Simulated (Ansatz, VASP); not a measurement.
# Yb, level by level in two programs

```
Yb
1.0
     0.00000    2.74310    2.74310
     2.74310    0.00000    2.74310
     2.74310    2.74310    0.00000
Yb
1
Cartesian
  0.0000 0.0000 0.0000
```

Single points on this cell with VASP 6.6.1 and Ansatz 0.2.0. Each row is one pair of runs. Alike in all rows: VASP's potentials, cutoff: VASP PAW PBE potentials, release 64 (Yb), 520 eV; Ansatz's potentials, cutoff: Ansatz PAW, 420 eV.

```csv
level,spin,k mesh,smearing,"pressure (GPa), VASP","pressure (GPa), Ansatz","net moment per atom (μB), VASP","net moment per atom (μB), Ansatz"
PBE,"collinear, zero start",7 × 7 × 7,"fermi-dirac, width 0.05 eV",-2.5,-2.1,0.00,0.00
PBE,"collinear, typed start",7 × 7 × 7,"fermi-dirac, width 0.05 eV",-1.0,-2.0,0.20,0.20
PBEsol,"collinear, typed start",8 × 8 × 8,"gaussian, width 0.1 eV",3.1,-3.3,0.01,0.00
LDA,"collinear, typed start",8 × 8 × 8,"gaussian, width 0.02 eV",-5.5,-4.5,0.00,0.00
RPBE,"collinear, typed start",8 × 8 × 8,"gaussian, width 0.02 eV",-1.9,-1.0,0.02,0.02
```

Pressure (GPa): the two programs differ by at most 6.39; net moment per atom (μB): the two programs differ by at most 0.009.

Spin-orbit coupling is off throughout.
